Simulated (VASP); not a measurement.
# ZnS (Pmn2_1) in VASP: single point with r2SCAN

Aim: the single point of ZnS with r2SCAN.

Everything below comes from runs of VASP 6.6.1. Logs are shortened: lines on timing, memory, paths and dates and some standing lists are left out, and cuts for length are marked.

## Step 1: The cell of the first run

Symmetry: Pmn2_1, No. 31, orthorhombic system. The conventional cell has a = 3.811 Å, b = 12.432 Å, c = 5.389 Å, α = 90.00°, β = 90.00°, γ = 90.00°. Within 3.1 Å of Zn (site symmetry m) lie 4 S at 2.33 Å. Within 3.1 Å of Zn (site symmetry m) lie 4 S at 2.33 Å. Zn (site symmetry m) has 3 S at 2.33 Å within 3.1 Å. Within 3.1 Å of S (site symmetry m) lie 4 Zn at 2.33 Å. S (site symmetry m) has 4 Zn at 2.33 Å within 3.1 Å. S (site symmetry m) has 3 Zn at 2.33 Å within 3.1 Å.

## Step 2: Single point, r2SCAN

The input, POSCAR:

```
ZnS
1.0
    5.3890263863      0.0000000000      0.0000000000
    0.0000000000      2.6945131931     -2.6945131931
    0.0000000000      8.7906463606      8.7906463606
Zn S
6 6
Direct
    0.0000000000      0.0000000000      0.2298750383
    0.5000000000      0.5000000000      0.3831352813
    0.0000000000      0.0000000000      0.5363955242
    0.5000000000      0.5000000000      0.6896557671
    0.0000000000      0.0000000000      0.8429160100
    0.5000000000      0.5000000000      0.0766147954
    0.7500000000      0.0000000000      0.3831352813
    0.2500000000      0.5000000000      0.5363955242
    0.7500000000      0.0000000000      0.6896557671
    0.2500000000      0.5000000000      0.8429160100
    0.7500000000      0.0000000000      0.0766147954
    0.2500000000      0.5000000000      0.2298750383
```

The input, INCAR.step1:

```
SYSTEM = ZnS
  PREC = Accurate
  ENCUT = 520
  ISMEAR = 0
  SIGMA = 0.05
  LREAL = .FALSE.
  LASPH = .TRUE.
  NELM = 80
  NBANDS = 66
  GGA = PE
  ALGO = Normal
  EDIFF = 1E-4
  LWAVE = .TRUE.
  LCHARG = .FALSE.
```

The input, INCAR.step2:

```
SYSTEM = ZnS
  PREC = Accurate
  ENCUT = 520
  EDIFF = 1E-6
  ISMEAR = 0
  SIGMA = 0.05
  LREAL = .FALSE.
  LASPH = .TRUE.
  NELM = 80
  ALGO = Normal
  ISIF = 2
  LWAVE = .FALSE.
  LCHARG = .FALSE.
  METAGGA = R2SCAN
  LMIXTAU = .TRUE.
  NBANDS = 66
  ISTART = 1
```

The input, KPOINTS:

```
regular mesh
0
G
  4 6 2
  0 0 0
```

Potentials or basis: VASP PAW PBE potentials, release 64 (Zn, S).

The run is started by

```sh
cat potpaw_PBE.64/Zn/POTCAR potpaw_PBE.64/S/POTCAR > POTCAR
cp INCAR.step1 INCAR
mpirun -np 1 vasp_std > vasp.out
cp INCAR.step2 INCAR
mpirun -np 1 vasp_std > vasp.out
```

OUTCAR:

```text
SYSTEM = ZnS
   PREC = Accurate
   ENCUT = 520
   EDIFF = 1E-6
   ISMEAR = 0
   LREAL = .FALSE.
   LASPH = .TRUE.
   NELM = 80
   ISIF = 2
   METAGGA = R2SCAN
   ISTART = 1

 ion  position               nearest neighbor table
   1  0.000  0.000  0.230-  11 2.33  12 2.33  12 2.33   7 2.33
   2  0.500  0.500  0.383-   8 2.33   7 2.33   7 2.33  12 2.33
   3  0.000  0.000  0.536-   9 2.33   7 2.33   8 2.33   8 2.33
   4  0.500  0.500  0.690-   8 2.33  10 2.33   9 2.33   9 2.33
   5  0.000  0.000  0.843-   9 2.33  10 2.33  10 2.33
   6  0.500  0.500  0.077-  12 2.33  11 2.33  11 2.33
   7  0.750  0.000  0.383-   3 2.33   2 2.33   2 2.33   1 2.33
   8  0.250  0.500  0.536-   4 2.33   2 2.33   3 2.33   3 2.33
   9  0.750  0.000  0.690-   3 2.33   5 2.33   4 2.33   4 2.33
  10  0.250  0.500  0.843-   4 2.33   5 2.33   5 2.33
  11  0.750  0.000  0.077-   1 2.33   6 2.33   6 2.33
  12  0.250  0.500  0.230-   6 2.33   1 2.33   1 2.33   2 2.33

  LATTYP: Found a simple orthorhombic cell.
 ALAT       =     3.8106171017
 B/A-ratio  =     1.4142135624
 C/A-ratio  =     3.2624246870

  Lattice vectors:

 A1 = (   0.0000000000,  -2.6945131931,   2.6945131931)
 A2 = (   5.3890263863,   0.0000000000,   0.0000000000)
 A3 = (   0.0000000000,   8.7906463606,   8.7906463606)

Analysis of symmetry for initial positions (statically):
=====================================================================
 Subroutine PRICEL returns:
 Original cell was already a primitive cell.

 Routine SETGRP: Setting up the symmetry group for a
 simple orthorhombic supercell.

 Subroutine GETGRP returns: Found  4 space group operations
 (whereof  2 operations were pure point group operations)
 out of a pool of  8 trial point group operations.

The static configuration has the point symmetry C_1h.
 The point group associated with its full space group is C_2v.

Analysis of symmetry for dynamics (positions and initial velocities):
=====================================================================
 Subroutine PRICEL returns:
 Original cell was already a primitive cell.

 Routine SETGRP: Setting up the symmetry group for a
 simple orthorhombic supercell.

 Subroutine GETGRP returns: Found  4 space group operations
 (whereof  2 operations were pure point group operations)
 out of a pool of  8 trial point group operations.

[... 128 lines left out ...]
   POTIM  = 0.5000    time-step for ionic-motion
   TEBEG  =    0.0;   TEEND  =   0.0 temperature during run
   PSTRESS=    0.0 pullay stress
   NELECT =     108.0000    total number of electrons
   NUPDOWN=      -1.0000    fix difference up-down
   EMIN   =  10.00;   EMAX   =-10.00  energy-range for DOS
   EFERMI =   0.00;   METHOD = LEGACY
   ISMEAR =     0;   SIGMA  =   0.05  broadening in eV -4-tet -1-fermi 0-gaus
   EFERMI_NEDOS =   21; number of points for ismear=-14 and -15
   IALGO  =     38    algorithm
   IMIX   =      4    mixing-type and parameters
     AMIX     =   0.40;   BMIX     =  1.00
     AMIX_MAG =   1.60;   BMIX_MAG =  1.00
  volume/ion in A,a.u.               =      21.27       143.57
  Fermi-wavevector in a.u.,A,eV,Ry     =   1.228954  2.322386 20.549257  1.510328
  Thomas-Fermi vector in A             =   2.363860
   LORBIT       =      0    0 simple, 1 ext, 2 COOP (PROOUT), +10 PAW based schemes
   METAGGA = R2SCAN    functional components
   LHFCALC =     F    Hartree Fock is set to
   AEXX    =    0.0000 exact exchange contribution
   IVDW    =     0    specifies the selected vdW correction
   LEPSILON=     F    determine dielectric tensor
   LRPA    =     F    only Hartree local field effects (RPA)
 non-spin polarized calculation
 Gauss-broadening in eV      SIGMA  =   0.05
  energy-cutoff  :      520.00
  volume of cell :      255.29
 maximum number of plane-waves:      6928
   NGX = 21   NGY = 15   NGZ = 47

 number of electron     108.0000022 magnetization

 Free energy of the ion-electron system (eV)
  ---------------------------------------------------
  ext. energy  EPLUGINS =         0.00000000
  ---------------------------------------------------
  free energy    TOTEN  =      -111.79630542 eV

  energy without entropy =     -111.79630542  energy(sigma->0) =     -111.79630542

 E-fermi :   1.5083     XC(G=0):  -9.8572

 val. band max:        1.2662912898   @ k =   0.0000   0.0000   0.0000
 cond. band min:       3.4397537941   @ k =   0.0000   0.0000   0.0000
 fundamental gap:      2.1734625043
 Fermi energy:         1.5083132502

 k-point     1 :       0.0000    0.0000    0.0000
  band No.  band energies     occupation
      1     -12.3608      2.00000
      2     -11.9874      2.00000
      3     -11.5729      2.00000
      4     -11.2500      2.00000
      5     -10.9709      2.00000
      6     -10.8495      2.00000
[... 1645 lines left out ...]
     65       8.1476      0.00000
     66       8.1479      0.00000

------------------------ aborting loop because EDIFF is reached ----------------------------------------

  FORCE on cell =-STRESS in cart. coord.  units (eV):
  Direction    XX          YY          ZZ          XY          YZ          ZX
  --------------------------------------------------------------------------------------
  -------------------------------------------------------------------------------------
  Total       -2.2402622     -3.3764229     -3.3764229      0.0000000     -1.7348575      0.0000000
  in kB      -14.0594392    -21.1897574    -21.1897574      0.0000000    -10.8876202      0.0000000
  external PRESSURE =     -18.8129847 kB  Pullay stress =       0.0000000 kB

 VOLUME and BASIS-vectors are now :
 -----------------------------------------------------------------------------
  energy-cutoff  :      520.00
  volume of cell :      255.29
      direct lattice vectors                 reciprocal lattice vectors
     5.389026386  0.000000000  0.000000000     0.185562276  0.000000000  0.000000000
     0.000000000  2.694513193 -2.694513193     0.000000000  0.185562276 -0.185562276
     0.000000000  8.790646361  8.790646361     0.000000000  0.056878639  0.056878639

 POSITION                                       TOTAL-FORCE (eV/Angst)
 -----------------------------------------------------------------------------------
      0.00000      2.02075      2.02075        -0.133247     -0.072900     -0.072900
      2.69451      4.71526      2.02075         0.063243      0.023520      0.023520
      0.00000      4.71526      4.71526         0.063243     -0.023520     -0.023520
      2.69451      7.40978      4.71526        -0.133247      0.072900      0.072900
      0.00000      7.40978      7.40978         0.606908     -0.125587     -0.125587
      2.69451      2.02075     -0.67376         0.606908      0.125587      0.125587
      4.04177      3.36801      3.36801        -0.012639      0.074126      0.074126
      1.34726      6.06252      3.36801        -0.012639     -0.074126     -0.074126
      4.04177      6.06252      6.06252        -0.223595      0.231995      0.231995
      1.34726      8.75703      6.06252        -0.300670      0.798879      0.798879
      4.04177      0.67349      0.67349        -0.300670     -0.798879     -0.798879
      1.34726      3.36801      0.67349        -0.223595     -0.231995     -0.231995
 -----------------------------------------------------------------------------------
    total drift:                               -0.033575     -0.001965     -0.001965

  FREE ENERGIE OF THE ION-ELECTRON SYSTEM (eV)
  ---------------------------------------------------
  free  energy   TOTEN  =      -111.7963054228 eV

  energy  without entropy=     -111.7963054228  energy(sigma->0) =     -111.79630542
```

OUTCAR.step1:

```text
SYSTEM = ZnS
   PREC = Accurate
   ENCUT = 520
   ISMEAR = 0
   LREAL = .FALSE.
   LASPH = .TRUE.
   NELM = 80
[... 1916 lines left out ...]
      1.34726      8.75703      6.06252        -0.227936      0.829472      0.829472
      4.04177      0.67349      0.67349        -0.227936     -0.829472     -0.829472
      1.34726      3.36801      0.67349        -0.230539     -0.220813     -0.220813
 -----------------------------------------------------------------------------------
    total drift:                                0.001152      0.000109      0.000109

  FREE ENERGIE OF THE ION-ELECTRON SYSTEM (eV)
  ---------------------------------------------------
  free  energy   TOTEN  =       -39.9053284103 eV

  energy  without entropy=      -39.9053284103  energy(sigma->0) =      -39.90532841
```

OSZICAR.step1:

```text
N       E                     dE             d eps       ncg     rms          rms(c)
DAV:   1     0.942643789579E+03    0.94264E+03   -0.48688E+04  3168   0.193E+03
DAV:   2     0.107328111625E+03   -0.83532E+03   -0.80307E+03  3176   0.460E+02
DAV:   3    -0.338721176460E+02   -0.14120E+03   -0.13757E+03  3530   0.170E+02
DAV:   4    -0.426551473438E+02   -0.87830E+01   -0.87317E+01  3684   0.422E+01
DAV:   5    -0.428351272483E+02   -0.17998E+00   -0.17979E+00  3736   0.607E+00    0.166E+01
DAV:   6    -0.398197152659E+02    0.30154E+01   -0.59435E+00  4584   0.440E+01    0.128E+01
DAV:   7    -0.400454833515E+02   -0.22577E+00   -0.82492E+00  3652   0.970E+00    0.512E+00
DAV:   8    -0.399002493624E+02    0.14523E+00   -0.85278E-01  4036   0.102E+01    0.159E+00
DAV:   9    -0.399031509084E+02   -0.29015E-02   -0.13830E-01  4046   0.596E+00    0.567E-01
DAV:  10    -0.399040163523E+02   -0.86544E-03   -0.16361E-02  3750   0.207E+00    0.340E-01
DAV:  11    -0.399047949499E+02   -0.77860E-03   -0.44204E-03  3566   0.423E-01    0.227E-01
DAV:  12    -0.399054424403E+02   -0.64749E-03   -0.14441E-03  3806   0.411E-01    0.788E-02
DAV:  13    -0.399053201126E+02    0.12233E-03   -0.69131E-04  3854   0.372E-01    0.301E-02
DAV:  14    -0.399053284103E+02   -0.82977E-05   -0.10026E-04  1790   0.968E-02
   1 F= -.39905328E+02 E0= -.39905328E+02  d E =-.529202E-14
```

It took 10 min on 1 thread of Intel Xeon 6975P-C (Granite Rapids), shared host; peak memory 0.52 GiB.

What came out:

* Free energy: -111.7963 eV
* Pressure: -1.9 GPa
* Largest force: 1.169 eV/Å
* Band gap on the k mesh: 2.17 eV, direct

Forces on the atoms (eV/Å):
```
Zn  -0.133 -0.073 -0.073
Zn   0.063  0.024  0.024
Zn   0.063 -0.024 -0.024
Zn  -0.133  0.073  0.073
Zn   0.607 -0.126 -0.126
Zn   0.607  0.126  0.126
S   -0.013  0.074  0.074
S   -0.013 -0.074 -0.074
S   -0.224  0.232  0.232
S   -0.301  0.799  0.799
S   -0.301 -0.799 -0.799
S   -0.224 -0.232 -0.232
```

Stress tensor (GPa, compression positive):
```
-1.41  0.00  0.00
 0.00 -2.12 -1.09
 0.00 -1.09 -2.12
```

Levels at points of the mesh, in eV from the valence-band top:
| k point | band 52 | band 53 | band 54 | band 55 | band 56 | band 57 |
| --- | --- | --- | --- | --- | --- | --- |
| (0.00, 0.00, 0.00) | -0.13 | -0.06 | 0.00 | 2.17 | 3.15 | 4.20 |
| (0.50, 0.00, 0.00) | -0.67 | -0.64 | -0.64 | 3.46 | 3.46 | 4.25 |
| (0.00, 0.50, 0.00) | -1.62 | -0.83 | -0.83 | 3.67 | 3.67 | 4.20 |
| (0.50, 0.50, 0.00) | -1.04 | -0.73 | -0.73 | 3.14 | 3.14 | 5.13 |
| (0.00, 0.00, 0.50) | -0.31 | -0.09 | -0.05 | 2.94 | 3.06 | 4.12 |
| (0.50, 0.00, 0.50) | -0.66 | -0.58 | -0.58 | 3.48 | 3.48 | 4.40 |
| (0.00, 0.50, 0.50) | -1.57 | -0.97 | -0.97 | 3.60 | 3.60 | 4.30 |
| (0.50, 0.50, 0.50) | -1.13 | -0.93 | -0.93 | 3.55 | 3.55 | 4.68 |

Caveat: the PAW data sets were made with another functional, which shifts forces and pressure a little. r2SCAN opens gaps a little over a GGA but as a rule still falls short of measured ones.
